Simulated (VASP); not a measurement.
Input of a VASP 6.6.1 run:

Contents of POSCAR:

```
O
1.0
    1.7636739228      0.0000000000      0.0000000000
    0.0000000000      1.7636739228      0.0000000000
    0.0000000000      0.0000000000      3.0325601074
O
1
Direct
    0.0000000000      0.0000000000      0.0000000000
```

INCAR.step1

```
SYSTEM = O
  PREC = Accurate
  ENCUT = 660
  ISMEAR = -1
  SIGMA = 0.1
  LREAL = .False.
  LASPH = .True.
  NELM = 120
  NBANDS = 9
  GGA = PE
  ALGO = Normal
  EDIFF = 1E-5
  LWAVE = .True.
  LCHARG = .False.
  GGA_COMPAT = .False.
```

INCAR.step2

```
SYSTEM = O
  PREC = Accurate
  ENCUT = 660
  EDIFF = 1E-6
  ISMEAR = -1
  SIGMA = 0.1
  LREAL = .False.
  LASPH = .True.
  NELM = 120
  ALGO = Normal
  ISIF = 2
  LWAVE = .False.
  LCHARG = .False.
  METAGGA = R2SCAN
  LMIXTAU = .True.
  NBANDS = 9
  ISTART = 1
  GGA_COMPAT = .False.
```

File KPOINTS:

```
regular mesh
0
Gamma
  13 13 8
  0 0 0
```

Potentials or basis: VASP PAW PBE potentials, release 64 (O).

The run is started by

```bash
$ cat potpaw_PBE.64/O/POTCAR > POTCAR
$ cp INCAR.step1 INCAR
$ mpirun -np 1 vasp_std > vasp.out
$ cp INCAR.step2 INCAR
$ mpirun -np 1 vasp_std > vasp.out
```

Task: Predict the pressure.

Result: 1.7 GPa.

Task: Estimate the band gap on the k mesh.

Result: Zero (bands 3 and 4 overlap by 5.94 eV).

Stress tensor (GPa, compression positive):
```
2.40 0.00 0.00
0.00 2.40 0.00
0.00 0.00 0.28
```

Caveat: the PAW data sets were made with another functional, which shifts forces and pressure a little.
